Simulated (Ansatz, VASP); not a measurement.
# TiC in VASP and in Ansatz

File POSCAR:

```
TiC
1.0
    0.0000000000      2.1640000000      2.1640000000
    2.1640000000      0.0000000000      2.1640000000
    2.1640000000      2.1640000000      0.0000000000
Ti C
1 1
Direct
   -0.0259935305     -0.0259935305      0.0259935305
    0.5000000000      0.5000000000      0.5000000000
```

File INCAR.step1:

```
  PREC = Accurate
  ENCUT = 520
  ISMEAR = 0
  SIGMA = 0.15
  LREAL = F
  LASPH = T
  NELM = 100
  NBANDS = 15
  GGA = PE
  ALGO = Normal
  EDIFF = 1E-4
  LWAVE = T
  LCHARG = F
```

Contents of INCAR.step2:

```
  PREC = Accurate
  ENCUT = 520
  EDIFF = 1E-6
  ISMEAR = 0
  SIGMA = 0.15
  LREAL = F
  LASPH = T
  NELM = 100
  ALGO = Normal
  ISIF = 2
  LWAVE = F
  LCHARG = F
  METAGGA = R2SCAN
  LMIXTAU = T
  NBANDS = 15
  ISTART = 1
```

KPOINTS

```
Automatic mesh
0
Gamma
  18 18 18
```

Input for Ansatz:

```yaml
crystal:
  lattice:
    - [0.0, 2.164, 2.164]
    - [2.164, 0.0, 2.164]
    - [2.164, 2.164, 0.0]
  atoms:
    - { symbol: Ti, position: [-0.0259935305, -0.0259935305, 0.0259935305] }
    - { symbol: C, position: [0.5, 0.5, 0.5] }
basis:
  ecutwfc: 500
kpoints:
  mp_grid: { grid: [18, 18, 18] }
hamiltonian:
  xc: r2scan
scf:
  occupations: { method: gaussian, width: 0.15 }
output:
  forces: true
  stress: true
  eigenvalues: true
```

Change from the starting cell: all Ti atoms moved +0.113 Å, as atom 1 towards its neighbour atom 2 (C) at 2.164 Å.

Alike in both runs: task single point; functional r2SCAN; k mesh 18 × 18 × 18; occupations gaussian, width 0.15 eV; no spin polarisation.

```csv
,VASP,Ansatz
version,VASP 6.6.1,Ansatz 0.2.0
potentials or method,"VASP PAW PBE potentials, release 64 (Ti_sv, C), cutoff 520 eV","scalar-relativistic, plane waves, PAW"
valence electrons in the cell,16,16
```

Ansatz gave:

| Item | Value |
| --- | --- |
| gap on the k mesh at the Fermi level (eV) | none |
| pressure (GPa) | 1.5 |
| traceless stress, the component that is largest in VASP (GPa) | 2.35 |
| rms of the force components (eV/Å) | 0.566 |

**Question.** Which values does VASP return?

**Answer.** gap on the k mesh at the Fermi level (eV): none; pressure (GPa): 2.4; traceless stress, the component that is largest in VASP (GPa): 2.43; rms of the force components (eV/Å): 0.579.

VASP's potentials were made for PBE, not for r2SCAN. Atom by atom the forces differ by 0.013 eV/Å (rms over components). A gap of «none» marks a metal or a gap that the smearing closes. With one functional, cell and mesh, what is left measures potentials, basis and numerics.
